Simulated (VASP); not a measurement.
A run of VASP 6.6.1:

File INCAR:

```
PREC = Accurate
ENCUT = 520
EDIFF = 1E-7
ISMEAR = 0
SIGMA = 0.01
LREAL = False
LASPH = True
NELM = 80
ALGO = Normal
ISIF = 2
LWAVE = False
LCHARG = False
GGA = PS
NBANDS = 16
```

Contents of KPOINTS:

```
regular mesh
0
Gamma
  6 6 6
```

Contents of POSCAR:

```
CdSe
1.0
    2.9752299717      2.9752299717      0.0000000000
   -2.9752299717      2.9752299717      0.0000000000
    0.0000000000      2.9752299717      2.9752299717
Cd Se
1 1
Direct
    0.0000000000      0.0000000000      0.0000000000
    0.7500000000      0.2500000000      0.5000000000
```

Potentials or basis: VASP PAW PBE potentials, release 64 (Cd, Se).

Command:

```console
$ cat potpaw_PBE.64/Cd/POTCAR potpaw_PBE.64/Se/POTCAR > POTCAR
$ mpirun -np 1 vasp_std > vasp.out
```

Hardware: 1 thread of Intel(R) Xeon(R) 6975P-C (Granite Rapids), on a shared host.

**Question.** Estimate the wall time of this run.

**Answer.** Run time: 14 s on 1 thread of Intel(R) Xeon(R) 6975P-C (Granite Rapids), on a shared host, peak memory 0.17 GiB. Counts: scf iterations 14, k points 16.
